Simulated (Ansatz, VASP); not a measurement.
MgB2 in VASP and in Ansatz

Contents of INCAR:

```
PREC = Accurate ; ENCUT = 520
EDIFF = 1E-6 ; ISMEAR = -1
SIGMA = 0.05 ; LREAL = F
LASPH = T ; NELM = 100
ALGO = Normal ; ISIF = 2
LWAVE = F ; LCHARG = T
LELF = T ; LVHAR = T
NBANDS = 11
```

The input KPOINTS:

```
regular mesh
0
Gamma
  10 10 8
```

The input POSCAR:

```
MgB2
1.0
    3.0850000000      0.0000000000      0.0000000000
   -1.5425000000      2.6716883707      0.0000000000
    0.0000000000      0.0000000000      3.5230000000
Mg B
1 2
Direct
    0.0000000000      0.0000000000      0.0000000000
    0.6666666667      0.3333333333      0.5000000000
    0.3333333333      0.6666666667      0.5000000000
```

File input.yaml:

```yaml
crystal:
  lattice:
    - [3.085, 0.0, 0.0]
    - [-1.5425, 2.6716883707, 0.0]
    - [0.0, 0.0, 3.523]
  atoms:
    - { symbol: Mg, position: [0.0, 0.0, 0.0] }
    - { symbol: B, position: [0.6666666667, 0.3333333333, 0.5] }
    - { symbol: B, position: [0.3333333333, 0.6666666667, 0.5] }
kpoints:
  mp_grid: { grid: [10, 10, 8] }
scf:
  occupations: { method: fermi_dirac, width: 0.05 }
hamiltonian:
  xc: lda
  pseudopotentials: { kind: all_electron, lapw: { basis_error: 0.002 } }
output:
  forces: true
  stress: true
  eigenvalues: true
```

Alike in both runs: task single point; functional LDA; k mesh 10 × 10 × 8; occupations fermi-dirac, width 0.05 eV; no spin polarisation.

|  | VASP | Ansatz |
| --- | --- | --- |
| version | VASP 6.6.1 | Ansatz 0.2.0 |
| potentials or method | VASP PAW LDA potentials, release 64 (Mg, B), cutoff 520 eV | all-electron LAPW, scalar-relativistic |

Ansatz gave:

| Property | Result |
| --- | --- |
| gap on the k mesh at the Fermi level (eV) | none |
| pressure (GPa) | -7.5 |
| traceless stress, the component that is largest in VASP (GPa) | 0.50 |

Question: Estimate VASP's values.

Answer: gap on the k mesh at the Fermi level (eV): none; pressure (GPa): -8.1; traceless stress, the component that is largest in VASP (GPa): 0.38.

LDA's correlation is that of Perdew and Zunger in VASP and of Perdew and Wang (1992) in Ansatz. A gap of «none» marks a metal or a gap that the smearing closes. Ansatz ran all-electron here, and VASP with PAW potentials.
